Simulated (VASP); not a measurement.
# Sn3As2 (R-3m) in VASP: single point with PBE

Aim: the single point of Sn3As2 with PBE.

Everything below comes from runs of VASP 6.6.1. Logs are shortened: lines on timing, memory, paths and dates and some standing lists are left out, and cuts for length are marked.

### 1 The cell of the first run

Symmetry: R-3m, No. 166, trigonal system. Conventional cell: a = 4.198 Å, b = 4.198 Å, c = 26.029 Å, α = 90.00°, β = 90.00°, γ = 120.00°. Within 3.7 Å of Sn (site symmetry 3m) lie 3 As at 2.82 Å and 3 Sn at 3.34 Å. Within 4.2 Å of Sn (site symmetry -3m) lie 6 As at 2.99 Å and 12 Sn at 4.01 to 4.20 Å. Within 3.7 Å of As (site symmetry 3m) lie 6 Sn at 2.82 to 2.99 Å.

The cell was generated, and may not be a known phase.

### 2 Single point, PBE

File INCAR:

```
SYSTEM = Sn3As2
PREC = Accurate ; ENCUT = 520
EDIFF = 1E-6 ; ISMEAR = 0
SIGMA = 0.2 ; LREAL = .False.
LASPH = .True. ; NELM = 60
ALGO = Normal ; ISIF = 2
LWAVE = .False. ; LCHARG = .False.
GGA = PE ; NBANDS = 34
```

File KPOINTS:

```
regular mesh
0
Gamma
  5 5 5
  0 0 0
```

File POSCAR:

```
Sn3As2
1.0
    2.0988922591      1.2117960094      8.6762018262
   -2.0988922591      1.2117960094      8.6762018262
    0.0000000000     -2.4235920231      8.6762018256
Sn As
3 2
Direct
    0.7892883769      0.7892883769      0.7892883769
    0.0000000000      0.0000000000      0.0000000000
    0.2107116231      0.2107116231      0.2107116231
    0.5991888292      0.5991888292      0.5991888292
    0.4008111708      0.4008111708      0.4008111708
```

Potentials or basis: VASP PAW PBE potentials, release 64 (Sn_d, As).

Command:

```
$ cat potpaw_PBE.64/Sn_d/POTCAR potpaw_PBE.64/As/POTCAR > POTCAR
$ mpirun -np 1 vasp_std > vasp.out
```

OUTCAR:

```text
SYSTEM = Sn3As2
   PREC = Accurate
   ENCUT = 520
   EDIFF = 1E-6
   ISMEAR = 0
   LREAL = .False.
   LASPH = .True.
   NELM = 60
   ISIF = 2
   GGA = PE

 ion  position               nearest neighbor table
   1  0.789  0.789  0.789-   5 2.82   5 2.82   5 2.82   3 3.34   3 3.34   3 3.34
   2  0.000  0.000  0.000-   4 2.99   4 2.99   5 2.99   5 2.99   4 2.99   5 2.99
   3  0.211  0.211  0.211-   4 2.82   4 2.82   4 2.82   1 3.34   1 3.34   1 3.34
   4  0.599  0.599  0.599-   3 2.82   3 2.82   3 2.82   2 2.99   2 2.99   2 2.99
   5  0.401  0.401  0.401-   1 2.82   1 2.82   1 2.82   2 2.99   2 2.99   2 2.99

  LATTYP: Found a trigonal (rhomboedric) cell.
 ALAT       =     9.0083448209
 COS(alpha) =     0.8914273885

  Lattice vectors:

 A1 = (   2.0988922591,   1.2117960094,   8.6762018262)
 A2 = (  -2.0988922591,   1.2117960094,   8.6762018262)
 A3 = (   0.0000000000,  -2.4235920231,   8.6762018256)

Analysis of symmetry for initial positions (statically):
=====================================================================
 Subroutine PRICEL returns:
 Original cell was already a primitive cell.

 Routine SETGRP: Setting up the symmetry group for a
 trigonal (rhombohedral) supercell.

 Subroutine GETGRP returns: Found 12 space group operations
 (whereof 12 operations were pure point group operations)
 out of a pool of 12 trial point group operations.

The static configuration has the point symmetry D_3d.

Analysis of symmetry for dynamics (positions and initial velocities):
=====================================================================
 Subroutine PRICEL returns:
 Original cell was already a primitive cell.

 Routine SETGRP: Setting up the symmetry group for a
 trigonal (rhombohedral) supercell.

 Subroutine GETGRP returns: Found 12 space group operations
 (whereof 12 operations were pure point group operations)
 out of a pool of 12 trial point group operations.

The dynamic configuration has the point symmetry D_3d.

 Subroutine INISYM returns: Found 12 space group operations
 (whereof 12 operations are pure point group operations),
 and found     1 'primitive' translations

----------------------------------------------------------------------------------------

                                     Primitive cell

  volume of cell :     132.4038

  direct lattice vectors                    reciprocal lattice vectors
     2.098892259  1.211796009  8.676201826     0.238220899  0.137536900  0.038419269
    -2.098892259  1.211796009  8.676201826    -0.238220899  0.137536900  0.038419269
     0.000000000 -2.423592023  8.676201826     0.000000000 -0.275073800  0.038419269

  length of vectors
     9.008344821  9.008344821  9.008344821     0.277743831  0.277743831  0.277743831

  position of ions in fractional coordinates (direct lattice)
     0.789288377  0.789288377  0.789288377
     0.000000000  0.000000000  0.000000000
     0.210711623  0.210711623  0.210711623
     0.599188829  0.599188829  0.599188829
     0.400811171  0.400811171  0.400811171

  ion indices of the primitive-cell ions
   primitive index   ion index
                 1           1
                 2           2
                 3           3
                 4           4
                 5           5

----------------------------------------------------------------------------------------

 KPOINTS: regular mesh

Automatic generation of k-mesh.
 Grid dimensions read from file:
 generate k-points for:    5    5    5

 Generating k-lattice:

  Cartesian coordinates                     Fractional coordinates (reciprocal lattice)
     0.047644180  0.027507380  0.007683854     0.200000000 -0.000000000  0.000000000
    -0.047644180  0.027507380  0.007683854    -0.000000000  0.200000000  0.000000000
     0.000000000 -0.055014760  0.007683854     0.000000000  0.000000000  0.200000000

  Length of vectors
     0.055548766  0.055548766  0.055548766

  Shift w.r.t. Gamma in fractional coordinates (k-lattice)
     0.000000000  0.000000000  0.000000000

 Subroutine IBZKPT returns following result:
 ===========================================

 Found     19 irreducible k-points:

 Following reciprocal coordinates:
            Coordinates               Weight
  0.000000  0.000000  0.000000      1.000000
  0.200000  0.000000  0.000000      6.000000
  0.400000  0.000000  0.000000      6.000000
  0.200000  0.200000  0.000000      6.000000
  0.400000  0.200000 -0.000000     12.000000
 -0.400000  0.200000 -0.000000     12.000000
[... 11 lines left out ...]
  0.400000  0.400000  0.400000      2.000000
 -0.400000  0.400000  0.400000      6.000000
   k-points           NKPTS =     19   k-points in BZ     NKDIM =     19   number of bands    NBANDS=     34
   number of dos      NEDOS =    301   number of ions     NIONS =      5
   total plane-waves  NPLWV = 343000
   dimension x,y,z NGX =    70 NGY =   70 NGZ =   70
   dimension x,y,z NGXF=   140 NGYF=  140 NGZF=  140
   ions per type =               3   2
   NGX,Y,Z   is equivalent  to a cutoff of  12.92, 12.92, 12.92 a.u.
   NGXF,Y,Z  is equivalent  to a cutoff of  25.84, 25.84, 25.84 a.u.
 SYSTEM =  Sn3As2
   PREC   = accura    normal or accurate (medium, high low for compatibility)
   ISTART =      0    job   : 0-new  1-cont  2-samecut
   ICHARG =      2    charge: 1-file 2-atom 10-const
   ISPIN  =      1    spin polarized calculation?
   LNONCOLLINEAR =      F non collinear calculations
   LSORBIT =      F    spin-orbit coupling
   LASPH  =      T    aspherical Exc in radial PAW
   ENCUT  =  520.0 eV  38.22 Ry    6.18 a.u.  16.75 16.75 16.75*2*pi/ulx,y,z
   NELM   =     60;   NELMIN=  2; NELMDL= -5     # of ELM steps
   EDIFF  = 0.1E-05   stopping-criterion for ELM
   LREAL  =      F    real-space projection
   EDIFFG = 0.1E-04   stopping-criterion for IOM
   NSW    =      0    number of steps for IOM
   IBRION =     -1    ionic relax: 0-MD 1-quasi-New 2-CG
   NFREE  =      0    steps in history (QN), initial steepest desc. (CG)
   ISIF   =      2    stress and relaxation
   ISYM   =      2    0-nonsym 1-usesym 2-fastsym
   POTIM  = 0.5000    time-step for ionic-motion
   TEBEG  =    0.0;   TEEND  =   0.0 temperature during run
   PSTRESS=    0.0 pullay stress
   NELECT =      52.0000    total number of electrons
   NUPDOWN=      -1.0000    fix difference up-down
   EMIN   =  10.00;   EMAX   =-10.00  energy-range for DOS
   EFERMI =   0.00;   METHOD = LEGACY
   ISMEAR =     0;   SIGMA  =   0.20  broadening in eV -4-tet -1-fermi 0-gaus
   EFERMI_NEDOS =   21; number of points for ismear=-14 and -15
   IALGO  =     38    algorithm
   IMIX   =      4    mixing-type and parameters
     AMIX     =   0.40;   BMIX     =  1.00
     AMIX_MAG =   1.60;   BMIX_MAG =  1.00
  volume/ion in A,a.u.               =      26.48       178.70
  Fermi-wavevector in a.u.,A,eV,Ry     =   1.198880  2.265555 19.555838  1.437314
  Thomas-Fermi vector in A             =   2.334757
   LORBIT       =      0    0 simple, 1 ext, 2 COOP (PROOUT), +10 PAW based schemes
   GGA     = PE    functional components
   LHFCALC =     F    Hartree Fock is set to
   AEXX    =    0.0000 exact exchange contribution
   IVDW    =     0    specifies the selected vdW correction
   LEPSILON=     F    determine dielectric tensor
   LRPA    =     F    only Hartree local field effects (RPA)
 non-spin polarized calculation
 Gauss-broadening in eV      SIGMA  =   0.20
  energy-cutoff  :      520.00
  volume of cell :      132.40
 maximum number of plane-waves:      3588
 NGX is ok and might be reduce to    70
   NGX = 33   NGY = 33   NGZ = 33

 number of electron      52.0000003 magnetization

 Free energy of the ion-electron system (eV)
  ---------------------------------------------------
  ext. energy  EPLUGINS =         0.00000000
  ---------------------------------------------------
  free energy    TOTEN  =       -21.31142180 eV

  energy without entropy =      -21.27696536  energy(sigma->0) =      -21.29419358

 E-fermi :   6.4374     XC(G=0):  -9.8683

 val. band max:        6.4279736855   @ k =   0.4000   0.4000   0.0000
 cond. band min:       6.4589454682   @ k =   0.0000   0.0000   0.0000
 fundamental gap:      0.0309717826
 Fermi energy:         6.4374486861

 k-point     1 :       0.0000    0.0000    0.0000
  band No.  band energies     occupation
      1     -15.2938      2.00000
      2     -15.2938      2.00000
      3     -15.2734      2.00000
      4     -15.2734      2.00000
      5     -15.2709      2.00000
      6     -15.2152      2.00000
[... 26 lines left out ...]
     33      11.4161      0.00000
     34      11.4344      0.00000

 k-point     2 :       0.2000    0.0000    0.0000
  band No.  band energies     occupation
      1     -15.2967      2.00000
      2     -15.2886      2.00000
      3     -15.2767      2.00000
      4     -15.2737      2.00000
      5     -15.2677      2.00000
      6     -15.2131      2.00000
[... 26 lines left out ...]
     33      10.3295      0.00000
     34      10.4558      0.00000

 k-point     3 :       0.4000    0.0000    0.0000
  band No.  band energies     occupation
      1     -15.3028      2.00000
      2     -15.2836      2.00000
      3     -15.2814      2.00000
      4     -15.2710      2.00000
      5     -15.2620      2.00000
      6     -15.2081      2.00000
[... 26 lines left out ...]
     33      11.8258      0.00000
     34      11.9231      0.00000
[... 519 lines left out ...]
 k-point    18 :       0.4000    0.4000    0.4000
  band No.  band energies     occupation
      1     -15.2936      2.00000
      2     -15.2936      2.00000
      3     -15.2735      2.00000
      4     -15.2735      2.00000
      5     -15.2709      2.00000
      6     -15.2158      2.00000
[... 26 lines left out ...]
     33      10.2712      0.00000
     34      10.2733      0.00000

 k-point    19 :      -0.4000    0.4000    0.4000
  band No.  band energies     occupation
      1     -15.2966      2.00000
      2     -15.2887      2.00000
      3     -15.2768      2.00000
      4     -15.2735      2.00000
      5     -15.2678      2.00000
      6     -15.2130      2.00000
[... 26 lines left out ...]
     33      11.2374      0.00000
     34      11.4968      0.00000

------------------------ aborting loop because EDIFF is reached ----------------------------------------

  FORCE on cell =-STRESS in cart. coord.  units (eV):
  Direction    XX          YY          ZZ          XY          YZ          ZX
  --------------------------------------------------------------------------------------
  -------------------------------------------------------------------------------------
  Total        0.0799881      0.0799881     -0.1266240     -0.0000000      0.0000000      0.0000000
  in kB        0.9679115      0.9679115     -1.5322370     -0.0000000      0.0000000      0.0000000
  external PRESSURE =       0.1345287 kB  Pullay stress =       0.0000000 kB

 VOLUME and BASIS-vectors are now :
 -----------------------------------------------------------------------------
  energy-cutoff  :      520.00
  volume of cell :      132.40
      direct lattice vectors                 reciprocal lattice vectors
     2.098892259  1.211796009  8.676201826     0.238220899  0.137536900  0.038419269
    -2.098892259  1.211796009  8.676201826    -0.238220899  0.137536900  0.038419269
     0.000000000 -2.423592023  8.676201826     0.000000000 -0.275073800  0.038419269

 POSITION                                       TOTAL-FORCE (eV/Angst)
 -----------------------------------------------------------------------------------
      0.00000     -0.00000     20.54408         0.000000      0.000000     -0.054773
      0.00000      0.00000      0.00000         0.000000     -0.000000      0.000000
      0.00000     -0.00000      5.48453         0.000000     -0.000000      0.054773
      0.00000     -0.00000     15.59605         0.000000      0.000000     -0.024212
      0.00000     -0.00000     10.43256         0.000000     -0.000000      0.024212
 -----------------------------------------------------------------------------------
    total drift:                                0.000000      0.000000     -0.000000

  FREE ENERGIE OF THE ION-ELECTRON SYSTEM (eV)
  ---------------------------------------------------
  free  energy   TOTEN  =       -21.3114218013 eV

  energy  without entropy=      -21.2769653616  energy(sigma->0) =      -21.29419358
```

Wall time 4.8 min (1 thread of Intel Xeon Platinum 8259CL at 2.50GHz (Skylake/Cascade Lake), shared host); peak memory 0.66 GiB.

Results:

* Free energy: -21.3114 eV
* Pressure: 0.0 GPa
* Largest force: 0.055 eV/Å
* Band gap on the k mesh: zero (bands 26 and 27 overlap by 0.52 eV)

Forces on the atoms (eV/Å):
```
Sn   0.000  0.000 -0.055
Sn   0.000  0.000  0.000
Sn   0.000  0.000  0.055
As   0.000  0.000 -0.024
As   0.000  0.000  0.024
```

Caveat: spin-orbit coupling is left out, which moves the levels of the heavy elements.

The gap in the log of VASP goes by the Fermi energy; the results here count the filled bands.